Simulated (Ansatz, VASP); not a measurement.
# AlAs: VASP beside Ansatz

The input INCAR:

```
SYSTEM = AlAs
ALGO = Normal
EDIFF = 1E-6
ENCUT = 500
GGA = PS
GGA_COMPAT = .False.
ISIF = 2
ISMEAR = 0
LASPH = .True.
LCHARG = .True.
LELF = .True.
LREAL = .False.
LVHAR = .True.
LWAVE = .False.
NBANDS = 11
NELM = 120
PREC = Accurate
SIGMA = 0.02
```

File KPOINTS:

```
k-points
0
Gamma
  12 12 12
  0 0 0
```

File POSCAR:

```
AlAs
1.0
    0.0000000000      2.8304000000      2.8304000000
    2.8304000000      0.0000000000      2.8304000000
    2.8304000000      2.8304000000      0.0000000000
As Al
1 1
Direct
    0.7500000000      0.7500000000      0.7500000000
    0.0000000000      0.0000000000      0.0000000000
```

Input for Ansatz:

```yaml
crystal:
  lattice:
    - [0.0, 2.8304, 2.8304]
    - [2.8304, 0.0, 2.8304]
    - [2.8304, 2.8304, 0.0]
  atoms:
    - { symbol: As, position: [0.75, 0.75, 0.75] }
    - { symbol: Al, position: [0.0, 0.0, 0.0] }
hamiltonian:
  xc: pbesol
  pseudopotentials: { kind: paw }
kpoints:
  mp_grid: { grid: [12, 12, 12] }
scf:
  occupations: { method: gaussian, width: 0.02 }
  convergence: { dr2_threshold: 1.0e-09 }
basis:
  ecutwfc: 600
output:
  eigenvalues: true
  forces: true
  stress: true
```

Alike in both runs: task single point; functional PBEsol; k mesh 12 × 12 × 12; occupations gaussian, width 0.02 eV; no spin polarisation.

|  | VASP | Ansatz |
| --- | --- | --- |
| version | VASP 6.6.1 | Ansatz 0.2.0 |
| potentials or method | VASP PAW PBE potentials, release 64 (As, Al), cutoff 500 eV | scalar-relativistic, plane waves, PAW |
| valence electrons in the cell | 8 | 18 |

|  | VASP | Ansatz | Ansatz less VASP |
| --- | --- | --- | --- |
| gap on the k mesh at the Fermi level (eV) | 1.32 | 1.33 | +0.012 |
| pressure (GPa) | 0.8 | 0.5 | -0.28 |

VASP's potentials were made for PBE, not for PBEsol. VASP's potentials hold 8 valence electrons a cell and Ansatz's 18, so a difference there can come from the potentials and not from the codes. Ansatz's warnings: stress scf threshold loose.
